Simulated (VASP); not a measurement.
Here is a VASP 6.6.1 calculation.

INCAR

```
  PREC = Accurate
  ENCUT = 520
  EDIFF = 1E-7
  ISMEAR = 0
  SIGMA = 0.15
  LREAL = False
  LASPH = True
  NELM = 60
  ALGO = Normal
  ISIF = 2
  LWAVE = False
  LCHARG = True
  GGA = PS
  LELF = True
  LVHAR = True
  NBANDS = 52
```

KPOINTS

```
Automatic mesh
0
Gamma
  9 9 8
```

File POSCAR:

```
Zr3O
1.0
    5.6460296809      0.0000000000      0.0000000000
   -2.8230148404      4.8896051342      0.0000000000
    0.0000000000      0.0000000000      5.0435983139
Zr O
6 2
Direct
    0.3394720281      0.0000000000      0.0000000000
    0.3394720281      0.3394720281      0.5000000000
    0.0000000000      0.3394720281      0.0000000000
    0.6605279719      0.0000000000      0.5000000000
    0.6605279719      0.6605279719      0.0000000000
    0.0000000000      0.6605279719      0.5000000000
    0.3333333333      0.6666666667      0.2500000000
    0.6666666667      0.3333333333      0.7500000000
```

Potentials or basis: VASP PAW PBE potentials, release 64 (Zr_sv, O).

Launch:

```console
$ cat potpaw_PBE.64/Zr_sv/POTCAR potpaw_PBE.64/O/POTCAR > POTCAR
$ mpirun -np 1 vasp_std > vasp.out
```

**Question.** Estimate the pressure.

**Answer.** 0.2 GPa.

**Question.** Estimate the band gap on the k mesh.

**Answer.** Zero (bands 42 and 43 overlap by 0.82 eV).

**Question.** Estimate the largest force.

**Answer.** 0.045 eV/Å.

Stress tensor (GPa, compression positive):
```
-1.50  0.00  0.00
 0.00 -1.50  0.00
 0.00  0.00  3.67
```

Caveat: the stress differs along the axes, from -2 to 4 GPa; the PAW data sets were made with another functional, which shifts forces and pressure a little.
